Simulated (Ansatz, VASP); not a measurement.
One calculation of BAs, two programs

Contents of INCAR:

```
SYSTEM = BAs
  PREC = Accurate
  ENCUT = 420
  EDIFF = 1E-6
  ISMEAR = 0
  SIGMA = 0.03
  LREAL = .FALSE.
  LASPH = .TRUE.
  NELM = 120
  ALGO = Normal
  ISIF = 2
  LWAVE = .FALSE.
  LCHARG = .TRUE.
  LDIPOL = .TRUE.
  IDIPOL = 3
  DIPOL = 0.5 0.5 0.500
  GGA = PS
  LELF = .TRUE.
  LVHAR = .TRUE.
  LVACPOTAV = .TRUE.
  NBANDS = 11
  GGA_COMPAT = .FALSE.
  NELMDL = -8
```

File KPOINTS:

```
Automatic mesh
0
G
  12 12 1
  0 0 0
```

The input POSCAR:

```
BAs
1.0
    3.3554743964      0.0000000000      0.0000000000
   -1.6777371982      2.9059260690      0.0000000000
    0.0000000000      0.0000000000     16.0000000000
B As
1 1
Direct
    0.3333333333      0.6666666667      0.5000000000
    0.6666666667      0.3333333333      0.5000000000
```

Input for Ansatz:

```yaml
crystal:
  lattice:
    - [3.3554743964, 0.0, 0.0]
    - [-1.6777371982, 2.905926069, 0.0]
    - [0.0, 0.0, 16.0]
  atoms:
    - { symbol: B, position: [0.3333333333, 0.6666666667, 0.5] }
    - { symbol: As, position: [0.6666666667, 0.3333333333, 0.5] }
basis:
  ecutwfc: 420
kpoints:
  mp_grid: { grid: [12, 12, 1] }
hamiltonian:
  xc: pbesol
  pseudopotentials: { kind: paw, azcp: { folder: soft_1 } }
scf:
  occupations: { method: gaussian, width: 0.03 }
  n_extra_bands: 6
  max_iter: 160
output:
  forces: true
  eigenvalues: true
  write_density: true
  write_potential: true
  elf: true
  volumetric_format: npy
efield:
  axis: 3
  dipole_correction: true
```

Alike in both runs: task single point; functional PBEsol; k mesh 12 × 12 × 1; occupations gaussian, width 0.03 eV; no spin polarisation.

|  | VASP | Ansatz |
| --- | --- | --- |
| version | VASP 6.6.1 | Ansatz 0.2.0 |
| potentials or method | VASP PAW PBE potentials, release 64 (B, As), cutoff 420 eV | scalar-relativistic, plane waves, PAW |
| valence electrons in the cell | 8 | 18 |

Ansatz gave:

| Property | Result |
| --- | --- |
| gap on the k mesh at the Fermi level (eV) | 0.74 |
| least direct gap on the mesh (eV) | 0.74 |

Problem. What did VASP give for the same quantities?

Solution. gap on the k mesh at the Fermi level (eV): 0.73; least direct gap on the mesh (eV): 0.73.

VASP's potentials were made for PBE, not for PBEsol, and Ansatz warns of the same on its side. VASP's potentials hold 8 valence electrons a cell and Ansatz's 18, so a difference there can come from the potentials and not from the codes.
